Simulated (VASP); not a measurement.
C:

```xyz
2
Lattice="1.2280 0.7090 3.3470 -1.2280 0.7090 3.3470 0.0000 -1.4180 3.3470" Properties=species:S:1:pos:R:3 pbc="T T T"
C     0.0000    0.0000    8.3943
C     0.0000    0.0000    1.6467
```

| Quantity | Value |
| --- | --- |
| Program | VASP 6.6.1 |
| Task | relaxation of cell and atoms |
| Functional | PBEsol |
| Potentials or basis | VASP PAW PBE potentials, release 64 (C) |
| Cutoff | 600 eV |
| k mesh | 22 × 22 × 22 |
| Occupations | fermi-dirac, width 0.05 eV |
| Spin | no spin polarisation |

At the start: pressure 1.4 GPa; volume 8.74 Å³/atom.

How do energy, volume and symmetry change on relaxing?

Over 14 steps the energy falls by 13.4 meV/atom and the volume is 9.38 Å³/atom (+7.3 %); space group R-3m (No. 166, to 0.1 Å) before and after.

The path:
| step | energy change (eV) | largest force (eV/Å) | pressure (GPa) | volume (Å³) |
| --- | --- | --- | --- | --- |
| 1 | 0.0000 | 0.8673 | 1.43 | 17.48 |
| 2 | -0.0137 | 0.5173 | -2.44 | 17.68 |
| 3 | -0.0229 | 0.0206 | -0.86 | 17.61 |
| 4 | -0.0223 | 0.0520 | 2.87 | 17.50 |
| 5 | -0.0234 | 0.0083 | 0.63 | 17.56 |
| 6 | -0.0237 | 0.0099 | 0.51 | 17.62 |
| 7 | -0.0247 | 0.0150 | 0.55 | 17.78 |
| 8 | -0.0259 | 0.0264 | 0.41 | 18.10 |
| 9 | -0.0267 | 0.0523 | 0.29 | 18.74 |
| 10 | -0.0209 | 0.3009 | -3.73 | 19.09 |
| 11 | -0.0268 | 0.0116 | -0.16 | 18.77 |
| 12 | -0.0268 | 0.0126 | -0.14 | 18.77 |
| 13 | -0.0263 | 0.0876 | 1.09 | 18.73 |
| 14 | -0.0268 | 0.0009 | 0.02 | 18.77 |

Final structure:
```xyz
2
Lattice="1.2300 0.7102 3.5808 -1.2300 0.7102 3.5808 0.0000 -1.4203 3.5808" Properties=species:S:1:pos:R:3 pbc="T T T"
C     0.0000    0.0000    8.9522
C     0.0000    0.0000    1.7902
```

Caveat: this functional lacks dispersion, which binds layers or chains, so the pressure and a relaxed spacing across them are unreliable; the PAW data sets were made with another functional, which shifts forces and pressure a little.
